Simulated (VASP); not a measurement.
Cu:

```
CELL_PARAMETERS angstrom
-1.42783 1.42783 1.34131
1.42783 -1.42783 1.34131
1.42783 1.42783 -1.34131
ATOMIC_POSITIONS crystal
Cu 0.00000 0.00000 0.00000
```

```yaml
Program: VASP 6.6.1
Task: relaxation of cell and atoms
Functional: PBE
Potentials_or_basis: VASP PAW PBE potentials, release 64 (Cu)
Cutoff: 590 eV
k_mesh: 24 × 24 × 24
Occupations: fermi-dirac, width 0.15 eV
Spin: no spin polarisation
```

At the start: pressure 17.1 GPa; volume 10.94 Å³/atom.

Task: Where does the relaxation end?

Result: Over 30 steps the energy falls by 55.0 meV/atom and the volume is 12.08 Å³/atom (+10.4 %); space group I4/mmm (No. 139, to 0.1 Å) before and after.

Step by step:
| step | energy change (eV) | largest force (eV/Å) | pressure (GPa) | volume (Å³) |
| --- | --- | --- | --- | --- |
| 1 | 0.0000 | 0.0000 | 17.15 | 10.94 |
| 2 | -0.0341 | 0.0000 | -7.62 | 12.90 |
| 3 | -0.0550 | 0.0000 | 0.07 | 12.07 |
| 4 | -0.0550 | 0.0000 | -0.27 | 12.10 |
| 5 | -0.0550 | 0.0000 | 0.12 | 12.07 |
| 6 | -0.0550 | 0.0000 | 0.01 | 12.07 |
| 7 | -0.0550 | 0.0000 | 0.02 | 12.08 |
| 8 | -0.0550 | 0.0000 | -0.13 | 12.09 |
| 9 | -0.0550 | 0.0000 | -0.02 | 12.08 |
| 10 | -0.0550 | 0.0000 | -0.02 | 12.08 |
| 11 | -0.0550 | 0.0000 | -0.01 | 12.08 |
| 12 | -0.0550 | 0.0000 | -0.04 | 12.08 |
| 13 | -0.0550 | 0.0000 | 0.01 | 12.07 |
| 14 | -0.0550 | 0.0000 | 0.01 | 12.07 |
| 15 | -0.0550 | 0.0000 | 0.03 | 12.07 |
| 16 | -0.0550 | 0.0000 | 0.02 | 12.07 |
| 17 | -0.0550 | 0.0000 | -0.01 | 12.07 |
| 18 | -0.0550 | 0.0000 | 0.00 | 12.07 |
| 19 | -0.0550 | 0.0000 | 0.00 | 12.07 |
| 20 | -0.0550 | 0.0000 | 0.00 | 12.07 |
| 21 | -0.0550 | 0.0000 | 0.00 | 12.07 |
| 22 | -0.0550 | 0.0000 | 0.01 | 12.07 |
| 23 | -0.0550 | 0.0000 | 0.01 | 12.07 |
| 24 | -0.0550 | 0.0000 | 0.01 | 12.07 |
| 25 | -0.0550 | 0.0000 | 0.01 | 12.07 |
| 26 | -0.0550 | 0.0000 | 0.01 | 12.07 |
| 27 | -0.0550 | 0.0000 | 0.04 | 12.07 |
| 28 | -0.0550 | 0.0000 | 0.05 | 12.07 |
| 29 | -0.0550 | 0.0000 | 0.02 | 12.07 |
| 30 | -0.0550 | 0.0000 | 0.01 | 12.08 |

Final structure:
```
Cu
1.0
    -1.47677    1.47677    1.38427
     1.47677   -1.47677    1.38427
     1.47677    1.47677   -1.38427
Cu
1
Direct
  0.00000 0.00000 0.00000
```
